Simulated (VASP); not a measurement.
Input of a VASP 6.6.1 run:

File INCAR:

```
SYSTEM = GaSb
  ALGO = Normal
  EDIFF = 1E-8
  ENCUT = 520
  GGA = PS
  IBRION = 8
  ISIF = 2
  ISMEAR = -1
  LASPH = .TRUE.
  LCHARG = .FALSE.
  LREAL = .FALSE.
  LWAVE = .FALSE.
  NBANDS = 16
  NELM = 60
  NSW = 1
  PREC = Accurate
  SIGMA = 0.15
```

KPOINTS

```
k-points
0
G
  12 12 12
  0 0 0
```

POSCAR

```
GaSb
1.0
    0.0000000000      3.1277262593      3.1277262593
    3.1277262593      0.0000000000      3.1277262593
    3.1277262593      3.1277262593      0.0000000000
Ga Sb
1 1
Direct
    0.0000000000      0.0000000000      0.0000000000
    0.7500000000      0.7500000000      0.7500000000
```

Potentials or basis: VASP PAW PBE potentials, release 64 (Ga_d, Sb).

Launch:

```bash
$ cat potpaw_PBE.64/Ga_d/POTCAR potpaw_PBE.64/Sb/POTCAR > POTCAR
$ mpirun -np 1 vasp_std > vasp.out
```

Predict the highest phonon frequency at Γ, LO-TO splitting left out.

199 cm⁻¹.

Phonon frequencies in cm⁻¹ (negative: imaginary):
| q point | frequencies |
| --- | --- |
| (0.000, 0.000, 0.000) | 0 0 0 199 199 199 |

Caveat: the cell stands under pressure or tension, which shifts response properties.
